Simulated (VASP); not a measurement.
# Mo (R-3m) in VASP: notebook

The runs below take Mo through single point, with r2SCAN.

Everything below comes from runs of VASP 6.6.1. Logs are shortened: lines on timing, memory, paths and dates and some standing lists are left out, and cuts for length are marked.

## 1. The cell of the first run

Symmetry: R-3m, No. 166, trigonal system. Conventional cell: a = 4.461 Å, b = 4.461 Å, c = 2.712 Å, α = 90.00°, β = 90.00°, γ = 120.00°. Mo (site symmetry -3m) has 14 Mo at 2.71 to 3.15 Å within 3.6 Å.

## 2. Single point, r2SCAN

The input, POSCAR:

```
Mo
1.0
   -1.5812820750      1.5734150000      1.5734150000
    1.5734150000     -1.5812820750      1.5734150000
    1.5734150000      1.5734150000     -1.5812820750
Mo
1
Direct
    0.0000000000      0.0000000000      0.0000000000
```

The input, INCAR.step1:

```
PREC     = Accurate       # precision mode
ENCUT    = 520            # plane-wave cutoff, eV
ISMEAR   = -1             # smearing method
SIGMA    = 0.15           # smearing width, eV
LREAL    = F              # projectors in reciprocal space
LASPH    = T              # aspherical terms in the spheres
NELM     = 60             # most SCF steps
NBANDS   = 13             # bands
GGA      = PE             # functional
ALGO     = Normal         # electronic algorithm
EDIFF    = 1E-4           # SCF threshold, eV
LWAVE    = T              # write WAVECAR
LCHARG   = F              # write CHGCAR
```

The input, INCAR.step2:

```
PREC     = Accurate       # precision mode
ENCUT    = 520            # plane-wave cutoff, eV
EDIFF    = 1E-6           # SCF threshold, eV
ISMEAR   = -1             # smearing method
SIGMA    = 0.15           # smearing width, eV
LREAL    = F              # projectors in reciprocal space
LASPH    = T              # aspherical terms in the spheres
NELM     = 60             # most SCF steps
ALGO     = Normal         # electronic algorithm
ISIF     = 2              # what is computed and relaxed
LWAVE    = F              # write WAVECAR
LCHARG   = F              # write CHGCAR
METAGGA  = R2SCAN         # meta-GGA
LMIXTAU  = T            
NBANDS   = 13             # bands
ISTART   = 1
```

The input, KPOINTS:

```
regular mesh
0
Gamma
  15 15 15
```

Potentials or basis: VASP PAW PBE potentials, release 64 (Mo_sv).

Run with:

```
$ cat potpaw_PBE.64/Mo_sv/POTCAR > POTCAR
$ cp INCAR.step1 INCAR
$ mpirun -np 1 vasp_std > vasp.out
$ cp INCAR.step2 INCAR
$ mpirun -np 1 vasp_std > vasp.out
```

OUTCAR:

```text
PREC = Accurate
   ENCUT = 520
   EDIFF = 1E-6
   ISMEAR = -1
   LREAL = F
   LASPH = T
   NELM = 60
   ISIF = 2
   METAGGA = R2SCAN
   ISTART = 1

 ion  position               nearest neighbor table
   1  0.000  0.000  0.000-

  LATTYP: Found a trigonal (rhomboedric) cell.
 ALAT       =     2.7297843368
 COS(alpha) =    -0.3355453858

  Lattice vectors:

 A1 = (  -1.5812820750,   1.5734150000,   1.5734150000)
 A2 = (   1.5734150000,  -1.5812820750,   1.5734150000)
 A3 = (   1.5734150000,   1.5734150000,  -1.5812820750)

Analysis of symmetry for initial positions (statically):
=====================================================================
 Subroutine PRICEL returns:
 Original cell was already a primitive cell.

 Routine SETGRP: Setting up the symmetry group for a
 trigonal (rhombohedral) supercell.

 Subroutine GETGRP returns: Found 12 space group operations
 (whereof 12 operations were pure point group operations)
 out of a pool of 12 trial point group operations.

The static configuration has the point symmetry D_3d.

Analysis of symmetry for dynamics (positions and initial velocities):
=====================================================================
 Subroutine PRICEL returns:
 Original cell was already a primitive cell.

 Routine SETGRP: Setting up the symmetry group for a
 trigonal (rhombohedral) supercell.

 Subroutine GETGRP returns: Found 12 space group operations
 (whereof 12 operations were pure point group operations)
 out of a pool of 12 trial point group operations.

The dynamic configuration has the point symmetry D_3d.

 Subroutine INISYM returns: Found 12 space group operations
 (whereof 12 operations are pure point group operations),
 and found     1 'primitive' translations

----------------------------------------------------------------------------------------

                                     Primitive cell

  volume of cell :      15.5805

  direct lattice vectors                    reciprocal lattice vectors
    -1.581282075  1.573415000  1.573415000     0.001592903  0.318580549  0.318580549
     1.573415000 -1.581282075  1.573415000     0.318580549  0.001592903  0.318580549
     1.573415000  1.573415000 -1.581282075     0.318580549  0.318580549  0.001592903

  length of vectors
     2.729784337  2.729784337  2.729784337     0.450543749  0.450543749  0.450543749

  position of ions in fractional coordinates (direct lattice)
     0.000000000  0.000000000  0.000000000

  ion indices of the primitive-cell ions
   primitive index   ion index
                 1           1

----------------------------------------------------------------------------------------

 KPOINTS: regular mesh

Automatic generation of k-mesh.
 Grid dimensions read from file:
 generate k-points for:   15   15   15

 Generating k-lattice:

  Cartesian coordinates                     Fractional coordinates (reciprocal lattice)
     0.000106194  0.021238703  0.021238703     0.066666667 -0.000000000 -0.000000000
     0.021238703  0.000106194  0.021238703    -0.000000000  0.066666667 -0.000000000
     0.021238703  0.021238703  0.000106194    -0.000000000 -0.000000000  0.066666667

  Length of vectors
     0.030036250  0.030036250  0.030036250

  Shift w.r.t. Gamma in fractional coordinates (k-lattice)
     0.000000000  0.000000000  0.000000000

 Subroutine IBZKPT returns following result:
 ===========================================

 Found    344 irreducible k-points:

 Following reciprocal coordinates:
            Coordinates               Weight
  0.000000  0.000000  0.000000      1.000000
  0.066667  0.000000  0.000000      6.000000
  0.133333  0.000000  0.000000      6.000000
  0.200000  0.000000  0.000000      6.000000
  0.266667  0.000000  0.000000      6.000000
  0.333333  0.000000  0.000000      6.000000
[... 16 lines left out ...]
  0.133333  0.133333  0.000000      6.000000
  0.200000  0.133333  0.000000     12.000000
 [... further k-points ...]
   k-points           NKPTS =    344   k-points in BZ     NKDIM =    344   number of bands    NBANDS=     13
   number of dos      NEDOS =    301   number of ions     NIONS =      1
   total plane-waves  NPLWV =   8000
   dimension x,y,z NGX =    20 NGY =   20 NGZ =   20
   dimension x,y,z NGXF=    40 NGYF=   40 NGZF=   40
   ions per type =               1
   NGX,Y,Z   is equivalent  to a cutoff of  12.18, 12.18, 12.18 a.u.
   NGXF,Y,Z  is equivalent  to a cutoff of  24.36, 24.36, 24.36 a.u.
 SYSTEM =  unknown system
   PREC   = accura    normal or accurate (medium, high low for compatibility)
   ISTART =      1    job   : 0-new  1-cont  2-samecut
   ICHARG =      0    charge: 1-file 2-atom 10-const
   ISPIN  =      1    spin polarized calculation?
   LNONCOLLINEAR =      F non collinear calculations
   LSORBIT =      F    spin-orbit coupling
   LASPH  =      T    aspherical Exc in radial PAW
   ENCUT  =  520.0 eV  38.22 Ry    6.18 a.u.   5.08  5.08  5.08*2*pi/ulx,y,z
   NELM   =     60;   NELMIN=  2; NELMDL=  0     # of ELM steps
   EDIFF  = 0.1E-05   stopping-criterion for ELM
   LREAL  =      F    real-space projection
   EDIFFG = 0.1E-04   stopping-criterion for IOM
   NSW    =      0    number of steps for IOM
   IBRION =     -1    ionic relax: 0-MD 1-quasi-New 2-CG
   NFREE  =      0    steps in history (QN), initial steepest desc. (CG)
   ISIF   =      2    stress and relaxation
   ISYM   =      2    0-nonsym 1-usesym 2-fastsym
   POTIM  = 0.5000    time-step for ionic-motion
   TEBEG  =    0.0;   TEEND  =   0.0 temperature during run
   PSTRESS=    0.0 pullay stress
   NELECT =      14.0000    total number of electrons
   NUPDOWN=      -1.0000    fix difference up-down
   EMIN   =  10.00;   EMAX   =-10.00  energy-range for DOS
   EFERMI =   0.00;   METHOD = LEGACY
   ISMEAR =    -1;   SIGMA  =   0.15  broadening in eV -4-tet -1-fermi 0-gaus
   EFERMI_NEDOS =   21; number of points for ismear=-14 and -15
   IALGO  =     38    algorithm
   IMIX   =      4    mixing-type and parameters
     AMIX     =   0.40;   BMIX     =  1.00
     AMIX_MAG =   1.60;   BMIX_MAG =  1.00
  volume/ion in A,a.u.               =      15.58       105.14
  Fermi-wavevector in a.u.,A,eV,Ry     =   1.579757  2.985308 33.955136  2.495632
  Thomas-Fermi vector in A             =   2.680088
   LORBIT       =      0    0 simple, 1 ext, 2 COOP (PROOUT), +10 PAW based schemes
   METAGGA = R2SCAN    functional components
   LHFCALC =     F    Hartree Fock is set to
   AEXX    =    0.0000 exact exchange contribution
   IVDW    =     0    specifies the selected vdW correction
   LEPSILON=     F    determine dielectric tensor
   LRPA    =     F    only Hartree local field effects (RPA)
 non-spin polarized calculation
  energy-cutoff  :      520.00
  volume of cell :       15.58
 maximum number of plane-waves:       432
   NGX = 11   NGY = 11   NGZ = 11

 number of electron      14.0000001 magnetization

 Free energy of the ion-electron system (eV)
  ---------------------------------------------------
  ext. energy  EPLUGINS =         0.00000000
  ---------------------------------------------------
  free energy    TOTEN  =       -26.09785397 eV

  energy without entropy =      -26.05305255  energy(sigma->0) =      -26.07545326

 E-fermi :  12.5730     XC(G=0): -14.6567

 val. band max:       12.5673947427   @ k =  -0.2667   0.2667   0.1333
 cond. band min:      12.5827665957   @ k =  -0.2000   0.0667   0.0667
 fundamental gap:      0.0153718530
 Fermi energy:        12.5730272276

 k-point     1 :       0.0000    0.0000    0.0000
  band No.  band energies     occupation
      1     -50.6177      2.00000
      2     -23.0893      2.00000
      3     -23.0893      2.00000
      4     -23.0654      2.00000
      5       4.9301      2.00000
      6      11.0881      1.99990
      7      11.2180      1.99976
      8      11.2180      1.99976
      9      14.5254      0.00000
     10      14.5254      0.00000
     11      28.0085      0.00000
     12      28.1500      0.00000
     13      28.1500      0.00000

 k-point     2 :       0.0667    0.0000    0.0000
  band No.  band energies     occupation
      1     -50.6049      2.00000
      2     -23.1470      2.00000
      3     -23.1012      2.00000
      4     -23.0897      2.00000
      5       5.1387      2.00000
      6      11.0979      1.99989
      7      11.1396      1.99986
      8      11.3455      1.99944
      9      14.3421      0.00002
     10      14.5245      0.00000
     11      28.1956      0.00000
     12      28.4736      0.00000
     13      28.5559      0.00000

 k-point     3 :       0.1333    0.0000    0.0000
  band No.  band energies     occupation
      1     -50.5687      2.00000
      2     -23.3439      2.00000
      3     -23.1651      2.00000
      4     -23.0909      2.00000
      5       5.7189      2.00000
      6      10.7751      1.99999
      7      11.0711      1.99991
      8      11.9049      1.97701
      9      13.9876      0.00016
     10      14.5345      0.00000
     11      28.5389      0.00000
     12      29.4611      0.00000
     13      29.4734      0.00000
[... 305 lines left out ...]
 k-point    23 :       0.1333    0.1333    0.0000
  band No.  band energies     occupation
      1     -50.4852      2.00000
      2     -23.7659      2.00000
      3     -23.2663      2.00000
      4     -23.1508      2.00000
      5       6.9864      2.00000
      6      10.3671      2.00000
      7      10.4120      2.00000
      8      13.5191      0.00364
      9      13.5777      0.00246
     10      14.8405      0.00000
     11      29.3133      0.00000
     12      29.5254      0.00000
     13      30.8920      0.00000

 k-point    24 :       0.2000    0.1333    0.0000
  band No.  band energies     occupation
      1     -50.4280      2.00000
      2     -24.0246      2.00000
      3     -23.3760      2.00000
      4     -23.1689      2.00000
      5       7.6583      2.00000
      6       9.9241      2.00000
      7      10.3865      2.00000
      8      13.5682      0.00263
      9      14.8430      0.00000
     10      15.1328      0.00000
     11      28.2803      0.00000
     12      29.1750      0.00000
     13      31.9594      0.00000

 [... further k-points ...]

------------------------ aborting loop because EDIFF is reached ----------------------------------------

  FORCE on cell =-STRESS in cart. coord.  units (eV):
  Direction    XX          YY          ZZ          XY          YZ          ZX
  --------------------------------------------------------------------------------------
  -------------------------------------------------------------------------------------
  Total        0.2306407      0.2306407      0.2306407      0.0538636      0.0538636      0.0538636
  in kB       23.7172798     23.7172798     23.7172798      5.5389056      5.5389056      5.5389056
  external PRESSURE =      23.7172798 kB  Pullay stress =       0.0000000 kB

 VOLUME and BASIS-vectors are now :
 -----------------------------------------------------------------------------
  energy-cutoff  :      520.00
  volume of cell :       15.58
      direct lattice vectors                 reciprocal lattice vectors
    -1.581282075  1.573415000  1.573415000     0.001592903  0.318580549  0.318580549
     1.573415000 -1.581282075  1.573415000     0.318580549  0.001592903  0.318580549
     1.573415000  1.573415000 -1.581282075     0.318580549  0.318580549  0.001592903

 POSITION                                       TOTAL-FORCE (eV/Angst)
 -----------------------------------------------------------------------------------
      0.00000      0.00000      0.00000         0.000000      0.000000      0.000000
 -----------------------------------------------------------------------------------
    total drift:                                0.000000     -0.000000      0.000000

  FREE ENERGIE OF THE ION-ELECTRON SYSTEM (eV)
  ---------------------------------------------------
  free  energy   TOTEN  =       -26.0978539661 eV

  energy  without entropy=      -26.0530525485  energy(sigma->0) =      -26.07545326
```

Run time: 3.7 min. Hardware: 1 thread of Intel Xeon 8259CL, shared host; peak memory 0.18 GiB.

What came out:

```
Free energy            : -26.0979 eV
Pressure               : 2.4 GPa
Band gap on the k mesh : zero (bands 7 and 8 overlap by 5.20 eV)
```

Levels at points of the mesh, in eV from the Fermi level:
| k point | band 3 | band 4 | band 5 | band 6 | band 7 | band 8 | band 9 | band 10 | band 11 | band 12 |
| --- | --- | --- | --- | --- | --- | --- | --- | --- | --- | --- |
| (0.00, 0.00, 0.00) | -35.66 | -35.64 | -7.64 | -1.48 | -1.36 | -1.36 | 1.95 | 1.95 | 15.44 | 15.58 |

Caveat: the PAW data sets were made with another functional, which shifts forces and pressure a little.

## 3. Single point, r2SCAN

The input, POSCAR:

```
Mo
1.0
   -1.5655479250      1.5734150000      1.5734150000
    1.5734150000     -1.5655479250      1.5734150000
    1.5734150000      1.5734150000     -1.5655479250
Mo
1
Direct
    0.0000000000      0.0000000000      0.0000000000
```

The input, INCAR.step1:

```
SYSTEM = Mo
PREC     = Accurate       ! precision mode
ENCUT    = 520            ! plane-wave cutoff, eV
ISMEAR   = -1             ! smearing method
SIGMA    = 0.15           ! smearing width, eV
LREAL    = .FALSE.        ! projectors in reciprocal space
LASPH    = .TRUE.         ! aspherical terms in the spheres
NELM     = 60             ! most SCF steps
NBANDS   = 13             ! bands
GGA      = PE             ! functional
ALGO     = Normal         ! electronic algorithm
EDIFF    = 1E-4           ! SCF threshold, eV
LWAVE    = .TRUE.         ! write WAVECAR
LCHARG   = .FALSE.        ! write CHGCAR
```

The input, INCAR.step2:

```
SYSTEM = Mo
PREC     = Accurate       ! precision mode
ENCUT    = 520            ! plane-wave cutoff, eV
EDIFF    = 1E-6           ! SCF threshold, eV
ISMEAR   = -1             ! smearing method
SIGMA    = 0.15           ! smearing width, eV
LREAL    = .FALSE.        ! projectors in reciprocal space
LASPH    = .TRUE.         ! aspherical terms in the spheres
NELM     = 60             ! most SCF steps
ALGO     = Normal         ! electronic algorithm
ISIF     = 2              ! what is computed and relaxed
LWAVE    = .FALSE.        ! write WAVECAR
LCHARG   = .FALSE.        ! write CHGCAR
METAGGA  = R2SCAN         ! meta-GGA
LMIXTAU  = .TRUE.       
NBANDS   = 13             ! bands
ISTART   = 1
```

The input, KPOINTS:

```
regular mesh
0
G
  15 15 15
  0 0 0
```

Potentials or basis: VASP PAW PBE potentials, release 64 (Mo_sv).

Run with:

```
$ cat potpaw_PBE.64/Mo_sv/POTCAR > POTCAR
$ cp INCAR.step1 INCAR
$ mpirun -np 1 vasp_std > vasp.out
$ cp INCAR.step2 INCAR
$ mpirun -np 1 vasp_std > vasp.out
```

It took 3.4 min on 1 thread of Intel Xeon 8259CL, shared host; peak memory 0.18 GiB.

It converged, with:

```
Free energy            : -26.0979 eV
Pressure               : 2.4 GPa
Band gap on the k mesh : zero (bands 7 and 8 overlap by 5.14 eV)
```

Stress tensor (GPa, compression positive):
```
 2.37 -0.53 -0.53
-0.53  2.37 -0.53
-0.53 -0.53  2.37
```

Levels at points of the mesh, in eV from the Fermi level:
| k point | band 3 | band 4 | band 5 | band 6 | band 7 | band 8 | band 9 | band 10 | band 11 | band 12 |
| --- | --- | --- | --- | --- | --- | --- | --- | --- | --- | --- |
| (0.00, 0.00, 0.00) | -35.65 | -35.65 | -7.64 | -1.44 | -1.44 | -1.31 | 1.95 | 1.95 | 15.48 | 15.48 |

Caveat: the PAW data sets were made with another functional, which shifts forces and pressure a little.

## 4. Single point, r2SCAN

The input, POSCAR:

```
Mo
1.0
   -1.5576808500      1.5734150000      1.5734150000
    1.5734150000     -1.5576808500      1.5734150000
    1.5734150000      1.5734150000     -1.5576808500
Mo
1
Direct
    0.0000000000      0.0000000000      0.0000000000
```

The input, INCAR.step1:

```
ALGO = Normal ; EDIFF = 1E-4
ENCUT = 520 ; GGA = PE
ISMEAR = -1 ; LASPH = True
LCHARG = False ; LREAL = False
LWAVE = True ; NBANDS = 13
NELM = 80 ; PREC = Accurate
SIGMA = 0.15
```

The input, INCAR.step2:

```
ALGO = Normal ; EDIFF = 1E-6
ENCUT = 520 ; ISIF = 2
ISMEAR = -1 ; ISTART = 1
LASPH = True ; LCHARG = False
LMIXTAU = True ; LREAL = False
LWAVE = False ; METAGGA = R2SCAN
NBANDS = 13 ; NELM = 80
PREC = Accurate ; SIGMA = 0.15
```

The input, KPOINTS:

```
k-points
0
Gamma
  15 15 15
```

Potentials or basis: VASP PAW PBE potentials, release 64 (Mo_sv).

Run with:

```
$ cat potpaw_PBE.64/Mo_sv/POTCAR > POTCAR
$ cp INCAR.step1 INCAR
$ mpirun -np 1 vasp_std > vasp.out
$ cp INCAR.step2 INCAR
$ mpirun -np 1 vasp_std > vasp.out
```

OUTCAR:

```text
EDIFF = 1E-6
   ENCUT = 520
   ISIF = 2
   ISMEAR = -1
   ISTART = 1
   LASPH = True
   LREAL = False
   METAGGA = R2SCAN
   NELM = 80
   PREC = Accurate

 ion  position               nearest neighbor table
   1  0.000  0.000  0.000-

  LATTYP: Found a trigonal (rhomboedric) cell.
 ALAT       =     2.7161809871
 COS(alpha) =    -0.3288480252

  Lattice vectors:

 A1 = (  -1.5576808500,   1.5734150000,   1.5734150000)
[... 562 lines left out ...]
     12      29.1186      0.00000
     13      32.1009      0.00000

 [... further k-points ...]

------------------------ aborting loop because EDIFF is reached ----------------------------------------

  FORCE on cell =-STRESS in cart. coord.  units (eV):
  Direction    XX          YY          ZZ          XY          YZ          ZX
  --------------------------------------------------------------------------------------
  -------------------------------------------------------------------------------------
  Total        0.2344339      0.2344339      0.2344339     -0.1020665     -0.1020665     -0.1020665
  in kB       24.1086927     24.1086927     24.1086927    -10.4963090    -10.4963090    -10.4963090
  external PRESSURE =      24.1086927 kB  Pullay stress =       0.0000000 kB

 VOLUME and BASIS-vectors are now :
 -----------------------------------------------------------------------------
  energy-cutoff  :      520.00
  volume of cell :       15.58
      direct lattice vectors                 reciprocal lattice vectors
    -1.557680850  1.573415000  1.573415000    -0.003162149  0.316214852  0.316214852
     1.573415000 -1.557680850  1.573415000     0.316214852 -0.003162149  0.316214852
     1.573415000  1.573415000 -1.557680850     0.316214852  0.316214852 -0.003162149

 POSITION                                       TOTAL-FORCE (eV/Angst)
 -----------------------------------------------------------------------------------
      0.00000      0.00000      0.00000         0.000000      0.000000     -0.000000
 -----------------------------------------------------------------------------------
    total drift:                                0.000000     -0.000000      0.000000

  FREE ENERGIE OF THE ION-ELECTRON SYSTEM (eV)
  ---------------------------------------------------
  free  energy   TOTEN  =       -26.0967000185 eV

  energy  without entropy=      -26.0518745314  energy(sigma->0) =      -26.07428727
```

Run time: 3.8 min. Hardware: 1 thread of Intel Xeon 8259CL, shared host; peak memory 0.18 GiB.

What came out:

- Free energy: -26.0967 eV
- Pressure: 2.4 GPa
- Band gap on the k mesh: zero (bands 7 and 8 overlap by 5.05 eV)

Stress tensor (GPa, compression positive):
```
 2.41 -1.05 -1.05
-1.05  2.41 -1.05
-1.05 -1.05  2.41
```

Caveat: the PAW data sets were made with another functional, which shifts forces and pressure a little.

## 5. Summary

```tsv
cell	gap on the mesh (eV)	pressure (GPa)
a = 2.730 Å, angles 109.6°, 1 atom	none	2.4
a = 2.721 Å, angles 109.3°, 1 atom	none	2.4
a = 2.716 Å, angles 109.2°, 1 atom	none	2.4
```

Alike in all rows: task single point; level r2SCAN; potentials or basis VASP PAW PBE potentials, release 64 (Mo_sv); no spin polarisation; k mesh 15 × 15 × 15; cutoff (eV) 520; smearing fermi-dirac 0.15 eV.

Caveats: the PAW data sets were made with another functional, which shifts forces and pressure a little.

Absolute energies hang on the potentials; compare differences alone.
